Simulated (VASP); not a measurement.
# MoS2 (P6_3/mmc) in VASP: notebook

Aim: see how the results for MoS2 move with the level of theory and the settings. Levels: r2SCAN, PBEsol+D3(BJ). Tasks: single point, relaxation of cell and atoms.

Everything below comes from runs of VASP 6.6.1. Logs are shortened: lines on timing, memory, paths and dates and some standing lists are left out, and cuts for length are marked.

**The experiment to reproduce.**

“Multiwavelength excitation Raman Scattering Analysis of bulk and 2 dimensional MoS2: Vibrational properties of atomically thin MoS2 layers”, 2015, arxiv:1506.03228 reports, for a bulk crystal of MoS2 at 300 K: band gap 1.3 eV (indirect).

The results are compared with them further down.

## (1) The cell of the first run

Symmetry: P6_3/mmc, No. 194, hexagonal system. The conventional cell has a = 3.169 Å, b = 3.169 Å, c = 12.324 Å, α = 90.00°, β = 90.00°, γ = 120.00°. Mo (site symmetry -6m2) has 6 S at 2.41 Å and 6 Mo at 3.17 Å within 3.2 Å. Within 3.2 Å of S (site symmetry 3m) lie 3 Mo at 2.41 Å and 7 S at 3.13 to 3.17 Å.

## (2) Single point, r2SCAN

Contents of POSCAR:

```
MoS2
1.0
    3.1690000000      0.0000000000      0.0000000000
   -1.5845000000      2.7444345046      0.0000000000
    0.0000000000      0.0000000000     12.3240000000
Mo S
2 4
Direct
    0.6666666667      0.3333333333      0.7500000000
    0.3333333333      0.6666666667      0.2500000000
    0.6666666667      0.3333333333      0.3770000000
    0.3333333333      0.6666666667      0.8770000000
    0.6666666667      0.3333333333      0.1230000000
    0.3333333333      0.6666666667      0.6230000000
```

Contents of INCAR.step1:

```
PREC     = Accurate       # precision mode
ENCUT    = 520            # plane-wave cutoff, eV
ISMEAR   = -1             # smearing method
SIGMA    = 0.05           # smearing width, eV
LREAL    = F              # projectors in reciprocal space
LASPH    = T              # aspherical terms in the spheres
NELM     = 60             # most SCF steps
NBANDS   = 35             # bands
GGA      = PE             # functional
ALGO     = Normal         # electronic algorithm
EDIFF    = 1E-4           # SCF threshold, eV
LWAVE    = T              # write WAVECAR
LCHARG   = F              # write CHGCAR
```

Contents of INCAR.step2:

```
PREC     = Accurate       # precision mode
ENCUT    = 520            # plane-wave cutoff, eV
EDIFF    = 1E-7           # SCF threshold, eV
ISMEAR   = -1             # smearing method
SIGMA    = 0.05           # smearing width, eV
LREAL    = F              # projectors in reciprocal space
LASPH    = T              # aspherical terms in the spheres
NELM     = 60             # most SCF steps
ALGO     = Normal         # electronic algorithm
ISIF     = 2              # what is computed and relaxed
LWAVE    = F              # write WAVECAR
LCHARG   = F              # write CHGCAR
METAGGA  = R2SCAN         # meta-GGA
LMIXTAU  = T            
NBANDS   = 35             # bands
ISTART   = 1
```

Contents of KPOINTS:

```
regular mesh
0
Gamma
  10 10 3
```

Potentials or basis: VASP PAW PBE potentials, release 64 (Mo_sv, S).

The run is started by

```console
> cat potpaw_PBE.64/Mo_sv/POTCAR potpaw_PBE.64/S/POTCAR > POTCAR
> cp INCAR.step1 INCAR
> mpirun -np 1 vasp_std > vasp.out
> cp INCAR.step2 INCAR
> mpirun -np 1 vasp_std > vasp.out
```

OUTCAR:

```text
PREC = Accurate
   ENCUT = 520
   EDIFF = 1E-7
   ISMEAR = -1
   LREAL = F
   LASPH = T
   NELM = 60
   ISIF = 2
   METAGGA = R2SCAN
   ISTART = 1

 ion  position               nearest neighbor table
   1  0.667  0.333  0.750-   4 2.41   6 2.41   4 2.41   6 2.41   4 2.41   6 2.41
   2  0.333  0.667  0.250-   3 2.41   5 2.41   3 2.41   5 2.41   3 2.41   5 2.41
   3  0.667  0.333  0.377-   2 2.41   2 2.41   2 2.41
   4  0.333  0.667  0.877-   1 2.41   1 2.41   1 2.41
   5  0.667  0.333  0.123-   2 2.41   2 2.41   2 2.41
   6  0.333  0.667  0.623-   1 2.41   1 2.41   1 2.41

  LATTYP: Found a hexagonal cell.
 ALAT       =     3.1690000000
 C/A-ratio  =     3.8889239508

  Lattice vectors:

 A1 = (   3.1690000000,   0.0000000000,   0.0000000000)
 A2 = (  -1.5845000000,   2.7444345046,   0.0000000000)
 A3 = (   0.0000000000,   0.0000000000,  12.3240000000)

Analysis of symmetry for initial positions (statically):
=====================================================================
 Subroutine PRICEL returns:
 Original cell was already a primitive cell.

 Routine SETGRP: Setting up the symmetry group for a
 hexagonal supercell.

 Subroutine GETGRP returns: Found 24 space group operations
 (whereof 12 operations were pure point group operations)
 out of a pool of 24 trial point group operations.

The static configuration has the point symmetry D_3d.
 The point group associated with its full space group is D_6h.

Analysis of symmetry for dynamics (positions and initial velocities):
=====================================================================
 Subroutine PRICEL returns:
 Original cell was already a primitive cell.

 Routine SETGRP: Setting up the symmetry group for a
 hexagonal supercell.

 Subroutine GETGRP returns: Found 24 space group operations
 (whereof 12 operations were pure point group operations)
 out of a pool of 24 trial point group operations.

The dynamic configuration has the point symmetry D_3d.
 The point group associated with its full space group is D_6h.

 Subroutine INISYM returns: Found 24 space group operations
 (whereof 12 operations are pure point group operations),
 and found     1 'primitive' translations

----------------------------------------------------------------------------------------

                                     Primitive cell

  volume of cell :     107.1832

  direct lattice vectors                    reciprocal lattice vectors
     3.169000000  0.000000000  0.000000000     0.315556958  0.182186895  0.000000000
    -1.584500000  2.744434505  0.000000000     0.000000000  0.364373789  0.000000000
     0.000000000  0.000000000 12.324000000     0.000000000  0.000000000  0.081142486

  length of vectors
     3.169000000  3.169000000 12.324000000     0.364373789  0.364373789  0.081142486

  position of ions in fractional coordinates (direct lattice)
     0.666666667  0.333333333  0.750000000
     0.333333333  0.666666667  0.250000000
     0.666666667  0.333333333  0.377000000
     0.333333333  0.666666667  0.877000000
     0.666666667  0.333333333  0.123000000
     0.333333333  0.666666667  0.623000000

  ion indices of the primitive-cell ions
   primitive index   ion index
                 1           1
                 2           2
                 3           3
                 4           4
                 5           5
                 6           6

----------------------------------------------------------------------------------------

 KPOINTS: regular mesh

Automatic generation of k-mesh.
 Grid dimensions read from file:
 generate k-points for:   10   10    3

 Generating k-lattice:

  Cartesian coordinates                     Fractional coordinates (reciprocal lattice)
     0.031555696  0.018218689  0.000000000     0.100000000 -0.000000000  0.000000000
     0.000000000  0.036437379  0.000000000     0.000000000  0.100000000  0.000000000
     0.000000000  0.000000000  0.027047495     0.000000000  0.000000000  0.333333333

  Length of vectors
     0.036437379  0.036437379  0.027047495

  Shift w.r.t. Gamma in fractional coordinates (k-lattice)
     0.000000000  0.000000000  0.000000000

 Subroutine IBZKPT returns following result:
 ===========================================

 Found     28 irreducible k-points:

 Following reciprocal coordinates:
            Coordinates               Weight
  0.000000  0.000000  0.000000      1.000000
  0.100000 -0.000000  0.000000      6.000000
  0.200000 -0.000000  0.000000      6.000000
  0.300000  0.000000  0.000000      6.000000
  0.400000 -0.000000  0.000000      6.000000
  0.500000  0.000000  0.000000      3.000000
[... 16 lines left out ...]
  0.300000  0.100000  0.333333     24.000000
  0.400000  0.100000  0.333333     24.000000
 [... further k-points ...]
   k-points           NKPTS =     28   k-points in BZ     NKDIM =     28   number of bands    NBANDS=     35
   number of dos      NEDOS =    301   number of ions     NIONS =      6
   total plane-waves  NPLWV =  55296
   dimension x,y,z NGX =    24 NGY =   24 NGZ =   96
   dimension x,y,z NGXF=    48 NGYF=   48 NGZF=  192
   ions per type =               2   4
   NGX,Y,Z   is equivalent  to a cutoff of  12.59, 12.59, 12.95 a.u.
   NGXF,Y,Z  is equivalent  to a cutoff of  25.18, 25.18, 25.90 a.u.
 SYSTEM =  unknown system
   PREC   = accura    normal or accurate (medium, high low for compatibility)
   ISTART =      1    job   : 0-new  1-cont  2-samecut
   ICHARG =      0    charge: 1-file 2-atom 10-const
   ISPIN  =      1    spin polarized calculation?
   LNONCOLLINEAR =      F non collinear calculations
   LSORBIT =      F    spin-orbit coupling
   LASPH  =      T    aspherical Exc in radial PAW
   ENCUT  =  520.0 eV  38.22 Ry    6.18 a.u.   5.89  5.89 22.91*2*pi/ulx,y,z
   NELM   =     60;   NELMIN=  2; NELMDL=  0     # of ELM steps
   EDIFF  = 0.1E-06   stopping-criterion for ELM
   LREAL  =      F    real-space projection
   EDIFFG = 0.1E-05   stopping-criterion for IOM
   NSW    =      0    number of steps for IOM
   IBRION =     -1    ionic relax: 0-MD 1-quasi-New 2-CG
   NFREE  =      0    steps in history (QN), initial steepest desc. (CG)
   ISIF   =      2    stress and relaxation
   ISYM   =      2    0-nonsym 1-usesym 2-fastsym
   POTIM  = 0.5000    time-step for ionic-motion
   TEBEG  =    0.0;   TEEND  =   0.0 temperature during run
   PSTRESS=    0.0 pullay stress
   NELECT =      52.0000    total number of electrons
   NUPDOWN=      -1.0000    fix difference up-down
   EMIN   =  10.00;   EMAX   =-10.00  energy-range for DOS
   EFERMI =   0.00;   METHOD = LEGACY
   ISMEAR =    -1;   SIGMA  =   0.05  broadening in eV -4-tet -1-fermi 0-gaus
   EFERMI_NEDOS =   21; number of points for ismear=-14 and -15
   IALGO  =     38    algorithm
   IMIX   =      4    mixing-type and parameters
     AMIX     =   0.40;   BMIX     =  1.00
     AMIX_MAG =   1.60;   BMIX_MAG =  1.00
  volume/ion in A,a.u.               =      17.86       120.55
  Fermi-wavevector in a.u.,A,eV,Ry     =   1.286373  2.430893 22.514325  1.654756
  Thomas-Fermi vector in A             =   2.418452
   LORBIT       =      0    0 simple, 1 ext, 2 COOP (PROOUT), +10 PAW based schemes
   METAGGA = R2SCAN    functional components
   LHFCALC =     F    Hartree Fock is set to
   AEXX    =    0.0000 exact exchange contribution
   IVDW    =     0    specifies the selected vdW correction
   LEPSILON=     F    determine dielectric tensor
   LRPA    =     F    only Hartree local field effects (RPA)
 non-spin polarized calculation
  energy-cutoff  :      520.00
  volume of cell :      107.18
 maximum number of plane-waves:      2908
 NGX is ok and might be reduce to    24
   NGX = 11   NGY = 11   NGZ = 45

 number of electron      51.9999997 magnetization

 Free energy of the ion-electron system (eV)
  ---------------------------------------------------
  ext. energy  EPLUGINS =         0.00000000
  ---------------------------------------------------
  free energy    TOTEN  =       -90.04225803 eV

  energy without entropy =      -90.04225722  energy(sigma->0) =      -90.04225763

 E-fermi :   7.8523     XC(G=0): -11.5023

 val. band max:        7.3830527506   @ k =   0.0000   0.0000   0.0000
 cond. band min:       8.4272147077   @ k =   0.2000   0.2000   0.0000
 fundamental gap:      1.0441619571
 Fermi energy:         7.8523108478

 k-point     1 :       0.0000    0.0000    0.0000
  band No.  band energies     occupation
      1     -56.1054      2.00000
      2     -56.1054      2.00000
      3     -29.5254      2.00000
      4     -29.5253      2.00000
      5     -29.2975      2.00000
      6     -29.2975      2.00000
[... 27 lines left out ...]
     34       9.9537      0.00000
     35      13.4944      0.00000

 k-point     2 :       0.1000   -0.0000    0.0000
  band No.  band energies     occupation
      1     -56.1012      2.00000
      2     -56.1012      2.00000
      3     -29.5172      2.00000
      4     -29.5171      2.00000
      5     -29.3382      2.00000
      6     -29.3382      2.00000
[... 27 lines left out ...]
     34       9.9446      0.00000
     35      14.1904      0.00000

 k-point     3 :       0.2000   -0.0000    0.0000
  band No.  band energies     occupation
      1     -56.0903      2.00000
      2     -56.0903      2.00000
      3     -29.4957      2.00000
      4     -29.4956      2.00000
      5     -29.4437      2.00000
      6     -29.4437      2.00000
[... 27 lines left out ...]
     34      10.5322      0.00000
     35      15.2838      0.00000

 k-point     4 :       0.3000    0.0000    0.0000
  band No.  band energies     occupation
      1     -56.0767      2.00000
      2     -56.0767      2.00000
      3     -29.5719      2.00000
      4     -29.5719      2.00000
      5     -29.4690      2.00000
      6     -29.4690      2.00000
[... 27 lines left out ...]
     34      11.0554      0.00000
     35      14.9535      0.00000

 k-point     5 :       0.4000   -0.0000    0.0000
  band No.  band energies     occupation
      1     -56.0657      2.00000
      2     -56.0657      2.00000
      3     -29.6738      2.00000
      4     -29.6738      2.00000
      5     -29.4474      2.00000
      6     -29.4473      2.00000
[... 638 lines left out ...]
 k-point    22 :       0.2000    0.1000    0.3333
  band No.  band energies     occupation
      1     -56.0814      2.00000
      2     -56.0814      2.00000
      3     -29.5180      2.00000
      4     -29.5180      2.00000
      5     -29.4783      2.00000
      6     -29.4782      2.00000
[... 27 lines left out ...]
     34      11.0735      0.00000
     35      15.6471      0.00000

 k-point    23 :       0.3000    0.1000    0.3333
  band No.  band energies     occupation
      1     -56.0691      2.00000
      2     -56.0691      2.00000
      3     -29.6255      2.00000
      4     -29.6255      2.00000
      5     -29.4541      2.00000
      6     -29.4541      2.00000
[... 27 lines left out ...]
     34      11.4217      0.00000
     35      14.5817      0.00000

 k-point    24 :       0.4000    0.1000    0.3333
  band No.  band energies     occupation
      1     -56.0615      2.00000
      2     -56.0615      2.00000
      3     -29.6910      2.00000
      4     -29.6910      2.00000
      5     -29.4391      2.00000
      6     -29.4391      2.00000
[... 27 lines left out ...]
     34      11.3948      0.00000
     35      13.6347      0.00000

 [... further k-points ...]

------------------------ aborting loop because EDIFF is reached ----------------------------------------

  FORCE on cell =-STRESS in cart. coord.  units (eV):
  Direction    XX          YY          ZZ          XY          YZ          ZX
  --------------------------------------------------------------------------------------
  -------------------------------------------------------------------------------------
  Total        0.8283119      0.8283119     -0.0262782      0.0000000      0.0000000      0.0000000
  in kB       12.3816253     12.3816253     -0.3928073      0.0000000      0.0000000      0.0000000
  external PRESSURE =       8.1234811 kB  Pullay stress =       0.0000000 kB

 VOLUME and BASIS-vectors are now :
 -----------------------------------------------------------------------------
  energy-cutoff  :      520.00
  volume of cell :      107.18
      direct lattice vectors                 reciprocal lattice vectors
     3.169000000  0.000000000  0.000000000     0.315556958  0.182186895  0.000000000
    -1.584500000  2.744434505  0.000000000     0.000000000  0.364373789  0.000000000
     0.000000000  0.000000000 12.324000000     0.000000000  0.000000000  0.081142486

 POSITION                                       TOTAL-FORCE (eV/Angst)
 -----------------------------------------------------------------------------------
      1.58450      0.91481      9.24300        -0.000000     -0.000000     -0.000000
     -0.00000      1.82962      3.08100         0.000000      0.000000     -0.000000
      1.58450      0.91481      4.64615        -0.000000      0.000000     -0.239161
     -0.00000      1.82962     10.80815        -0.000000      0.000000     -0.239161
      1.58450      0.91481      1.51585        -0.000000     -0.000000      0.239161
     -0.00000      1.82962      7.67785         0.000000      0.000000      0.239161
 -----------------------------------------------------------------------------------
    total drift:                               -0.000000      0.000000     -0.000000

  FREE ENERGIE OF THE ION-ELECTRON SYSTEM (eV)
  ---------------------------------------------------
  free  energy   TOTEN  =       -90.0422580315 eV

  energy  without entropy=      -90.0422572236  energy(sigma->0) =      -90.04225763
```

It took 3.6 min on 1 thread of Intel Xeon 6975P-C (Granite Rapids), shared host; peak memory 0.27 GiB.

Results:

| Property | Result |
| --- | --- |
| Free energy | -90.0423 eV |
| Pressure | 0.8 GPa |
| Largest force | 0.239 eV/Å |
| Band gap on the k mesh | 1.04 eV (least direct gap 1.99 eV) |

Forces on the atoms (eV/Å):
```
Mo   0.000  0.000  0.000
Mo   0.000  0.000  0.000
S    0.000  0.000 -0.239
S    0.000  0.000 -0.239
S    0.000  0.000  0.239
S    0.000  0.000  0.239
```

Stress tensor (GPa, compression positive):
```
 1.24  0.00  0.00
 0.00  1.24  0.00
 0.00  0.00 -0.04
```

Levels at points of the mesh, in eV from the valence-band top:
| k point | band 24 | band 25 | band 26 | band 27 | band 28 | band 29 |
| --- | --- | --- | --- | --- | --- | --- |
| (0.00, 0.00, 0.00) | -1.30 | -1.17 | 0.00 | 2.25 | 2.25 | 2.28 |
| (0.50, 0.00, 0.00) | -1.66 | -1.45 | -1.32 | 1.72 | 1.77 | 2.12 |

Caveat: the PAW data sets were made with another functional, which shifts forces and pressure a little.

(Continued in part 2 of 2.)
